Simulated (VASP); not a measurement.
Input of a VASP 6.6.1 run:

The input INCAR:

```
SYSTEM = Pb
PREC     = Accurate       ! precision mode
ENCUT    = 520            ! plane-wave cutoff, eV
EDIFF    = 1E-7           ! SCF threshold, eV
ISMEAR   = -1             ! smearing method
SIGMA    = 0.05           ! smearing width, eV
LREAL    = .False.        ! projectors in reciprocal space
LASPH    = .True.         ! aspherical terms in the spheres
NELM     = 100            ! most SCF steps
ALGO     = Normal         ! electronic algorithm
ISIF     = 2              ! what is computed and relaxed
LWAVE    = .False.        ! write WAVECAR
LCHARG   = .True.         ! write CHGCAR
GGA      = PE             ! functional
LELF     = .True.         ! ELF
LVHAR    = .True.       
NBANDS   = 13             ! bands
```

File KPOINTS:

```
regular mesh
0
Gamma
  5 5 5
  0 0 0
```

The input POSCAR:

```
Pb
1.0
    0.0000000000      2.4750200000      2.4750200000
    2.4750200000      0.0000000000      2.4750200000
    2.4750200000      2.4750200000      0.0000000000
Pb
1
Direct
    0.0000000000      0.0000000000      0.0000000000
```

Potentials or basis: VASP PAW PBE potentials, release 64 (Pb_d).

Command:

```bash
$ cat potpaw_PBE.64/Pb_d/POTCAR > POTCAR
$ mpirun -np 1 vasp_std > vasp.out
```

(1) What does it give for the band gap on the k mesh?

(2) What does it give for the pressure?

## Answers

(1) zero (band 7 reaches 14.70 eV, above the bottom of band 8 at 6.69 eV).

(2) 1.8 GPa.

Caveat: the k points lie up to 0.44 Å⁻¹ apart; spin-orbit coupling is left out, which moves the levels of the heavy elements.
